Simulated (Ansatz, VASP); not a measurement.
## HfO2: VASP beside Ansatz

POSCAR

```
HfO2
1.0
    0.0000000000      2.5291609861      2.5291609861
    2.5291609861      0.0000000000      2.5291609861
    2.5291609861      2.5291609861      0.0000000000
Hf O
1 2
Direct
    0.0000000000      0.0000000000      0.0000000000
    0.2574135257      0.2425864743      0.2574135257
    0.7574135257      0.7425864743      0.7574135257
```

INCAR.step1

```
SYSTEM = HfO2
ALGO = Normal ; EDIFF = 1E-4
ENCUT = 520 ; GGA = PE
ISMEAR = 0 ; LASPH = .True.
LCHARG = .False. ; LREAL = .False.
LWAVE = .True. ; NBANDS = 18
NELM = 60 ; PREC = Accurate
SIGMA = 0.05
```

Contents of INCAR.step2:

```
SYSTEM = HfO2
ALGO = Normal ; EDIFF = 1E-6
ENCUT = 520 ; ISIF = 2
ISMEAR = 0 ; ISTART = 1
LASPH = .True. ; LCHARG = .False.
LMIXTAU = .True. ; LREAL = .False.
LWAVE = .False. ; METAGGA = R2SCAN
NBANDS = 18 ; NELM = 60
PREC = Accurate ; SIGMA = 0.05
```

The input KPOINTS:

```
k-points
0
Gamma
  8 8 8
  0 0 0
```

Input for Ansatz:

```yaml
crystal:
  lattice:
    - [0.0, 2.5291609861, 2.5291609861]
    - [2.5291609861, 0.0, 2.5291609861]
    - [2.5291609861, 2.5291609861, 0.0]
  atoms:
    - { symbol: Hf, position: [0.0, 0.0, 0.0] }
    - { symbol: O, position: [0.2574135257, 0.2425864743, 0.2574135257] }
    - { symbol: O, position: [0.7574135257, 0.7425864743, 0.7574135257] }
basis:
  ecutwfc: 500
kpoints:
  mp_grid: { grid: [8, 8, 8] }
hamiltonian:
  xc: r2scan
scf:
  occupations: { method: gaussian, width: 0.05 }
output:
  forces: true
  stress: true
  eigenvalues: true
```

Change from the starting cell: all O atoms moved +0.037 Å, as atom 2 along Cartesian [0 1 0].

Alike in both runs: task single point; functional r2SCAN; k mesh 8 × 8 × 8; occupations gaussian, width 0.05 eV; no spin polarisation.

```csv
,VASP,Ansatz
version,VASP 6.6.1,Ansatz 0.2.0
potentials or method,"VASP PAW PBE potentials, release 64 (Hf_pv, O), cutoff 520 eV","scalar-relativistic, plane waves, PAW"
valence electrons in the cell,22,38
```

|  | VASP | Ansatz | Ansatz less VASP |
| --- | --- | --- | --- |
| gap on the k mesh at the Fermi level (eV) | 4.32 | 4.30 | -0.011 |
| least direct gap on the mesh (eV) | 4.32 | 4.30 | -0.011 |
| pressure (GPa) | -3.8 | 0.2 | +3.96 |
| rms of the force components (eV/Å) | 0.079 | 0.088 | +0.0082 |

VASP's potentials were made for PBE, not for r2SCAN. Atom by atom the forces differ by 0.008 eV/Å (rms over components). VASP's potentials hold 22 valence electrons a cell and Ansatz's 38, so a difference there can come from the potentials and not from the codes.

Spin-orbit coupling is off throughout.
